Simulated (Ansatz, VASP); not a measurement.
Given: the input of a run of Ansatz 0.2.0 on HfB.

input.yaml

```yaml
crystal:
  lattice:
    - [0.0, 2.2944961772, 2.2944961772]
    - [2.2944961772, 0.0, 2.2944961772]
    - [2.2944961772, 2.2944961772, 0.0]
  atoms:
    - { symbol: Hf, position: [0.5, 0.5, 0.5] }
    - { symbol: B, position: [0.0, 0.0, 0.0] }
kpoints:
  mp_grid: { grid: [10, 10, 10] }
scf:
  occupations: { method: fermi_dirac, width: 0.05 }
hamiltonian:
  xc: lda
  pseudopotentials: { kind: all_electron, lapw: { basis_error: 0.001 } }
output:
  forces: true
  stress: true
  eigenvalues: true
```

Potentials or basis: all-electron LAPW, scalar-relativistic.

Run with:

```console
$ ansatz run input.yaml --threads 1 --pin off --max-ram 3072MiB --backend cpu --events-out ev --progress --plain --runs-dir out
```

Q: Set up the same calculation for VASP 6.6.1. Potentials there: VASP PAW LDA potentials, release 64 (Hf_pv, B).

A: As run (the cutoff follows the program's own potentials):

The input INCAR:

```
SYSTEM = HfB
PREC = Accurate ; ENCUT = 520
EDIFF = 1E-6 ; ISMEAR = -1
SIGMA = 0.05 ; LREAL = .FALSE.
LASPH = .TRUE. ; NELM = 60
ALGO = Normal ; ISIF = 2
LWAVE = .FALSE. ; LCHARG = .TRUE.
LELF = .TRUE. ; LVHAR = .TRUE.
NBANDS = 14
```

KPOINTS

```
regular mesh
0
G
  10 10 10
  0 0 0
```

File POSCAR:

```
HfB
1.0
    0.0000000000      2.2944961772      2.2944961772
    2.2944961772      0.0000000000      2.2944961772
    2.2944961772      2.2944961772      0.0000000000
Hf B
1 1
Direct
    0.5000000000      0.5000000000      0.5000000000
    0.0000000000      0.0000000000      0.0000000000
```

Potentials or basis: VASP PAW LDA potentials, release 64 (Hf_pv, B).

The run is started by

```sh
$ cat potpaw_LDA.64/Hf_pv/POTCAR potpaw_LDA.64/B/POTCAR > POTCAR
$ mpirun -np 1 vasp_std > vasp.out
```

Both were run:

|  | VASP | Ansatz | Ansatz less VASP |
| --- | --- | --- | --- |
| gap on the k mesh at the Fermi level (eV) | none | none | - |
| pressure (GPa) | 25.2 | 23.3 | -1.93 |

LDA's correlation is that of Perdew and Zunger in VASP and of Perdew and Wang (1992) in Ansatz. A gap of «none» marks a metal or a gap that the smearing closes. Ansatz ran all-electron here, and VASP with PAW potentials.

Spin-orbit coupling is off throughout.
